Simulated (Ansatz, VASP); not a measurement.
# La2O3: VASP beside Ansatz

```
La O
1.0
     6.13885    0.00000    0.00000
    -3.06943    5.31640    0.00000
     0.00000    0.00000    3.23240
La O
2 3
Cartesian
  3.0694 1.7721 1.6162
  0.0000 3.5443 1.6162
  3.1186 0.0000 0.0000
  -1.5593 2.7008 0.0000
  1.5101 2.6156 0.0000
```

Change from the starting cell: volume scaled by 0.94.

Alike in both runs: task single point; functional PBEsol; k mesh 5 × 5 × 8; occupations fermi-dirac, width 0.05 eV; no spin polarisation.

|  | VASP | Ansatz |
| --- | --- | --- |
| version | VASP 6.6.1 | Ansatz 0.2.0 |
| potentials or method | VASP PAW PBE potentials, release 64 (La, O), cutoff 520 eV | all-electron LAPW, scalar-relativistic |

|  | VASP | Ansatz | Ansatz less VASP |
| --- | --- | --- | --- |
| gap on the k mesh at the Fermi level (eV) | 1.11 | 1.10 | -0.006 |
| least direct gap on the mesh (eV) | 1.82 | 1.83 | +0.005 |
| pressure (GPa) | 5.6 | 5.8 | +0.18 |
| traceless stress, the component that is largest in VASP (GPa) | -0.23 | -0.20 | +0.030 |
| rms of the force components (eV/Å) | 0.013 | 0.012 | -0.0004 |

VASP's potentials were made for PBE, not for PBEsol. Atom by atom the forces differ by 0.000 eV/Å (rms over components). Ansatz ran all-electron here, and VASP with PAW potentials.

Neither program's run includes spin-orbit coupling.
